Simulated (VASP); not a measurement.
Wanted: the native input for a VASP 6.6.1 run.

```yaml
Task: single point
Functional: PBEsol
Potentials_or_basis: VASP PAW PBE potentials, release 64 (Ba_sv, Zr_sv, O)
Cutoff: 520 eV
k_mesh: 6 × 6 × 6
Occupations: gaussian, width 0.02 eV
Spin: no spin polarisation
Dipole_correction: no
Further_INCAR_settings: ALGO = Normal; EDIFF = 1e-06; NBANDS = 28
```

The structure of BaZrO3 lies in POSCAR:

```
BaZrO3
1.0
    4.1636966859      0.0000000000      0.0000000000
    0.0000000000      4.1636966859      0.0000000000
    0.0000000000      0.0000000000      4.1636966859
Ba Zr O
1 1 3
Direct
    0.0000000000      0.0000000000      0.0000000000
    0.5000000000      0.5000000000      0.5000000000
    0.5000000000      0.0000000000      0.5000000000
    0.5000000000      0.5000000000      0.0000000000
    0.0000000000      0.5000000000      0.5000000000
```

One way to write it, as run:

INCAR

```
  ALGO = Normal
  EDIFF = 1E-6
  ENCUT = 520
  GGA = PS
  ISIF = 2
  ISMEAR = 0
  LASPH = T
  LCHARG = F
  LREAL = F
  LWAVE = F
  NBANDS = 28
  NELM = 80
  PREC = Accurate
  SIGMA = 0.02
```

KPOINTS

```
k-points
0
Gamma
  6 6 6
```

Potentials or basis: VASP PAW PBE potentials, release 64 (Ba_sv, Zr_sv, O).

The run is started by

```bash
$ cat potpaw_PBE.64/Ba_sv/POTCAR potpaw_PBE.64/Zr_sv/POTCAR potpaw_PBE.64/O/POTCAR > POTCAR
$ mpirun -np 1 vasp_std > vasp.out
```

Results of the run:

* Pressure: 3.3 GPa
* Band gap on the k mesh: 3.15 eV, indirect (least direct gap 3.34 eV)

Caveat: the PAW data sets were made with another functional, which shifts forces and pressure a little; spin-orbit coupling is left out, which moves the levels of the heavy elements.

It took 20 s on 1 thread of Intel(R) Xeon(R) Platinum 8559C (Emerald Rapids) (shared host), peak memory 0.19 GiB.
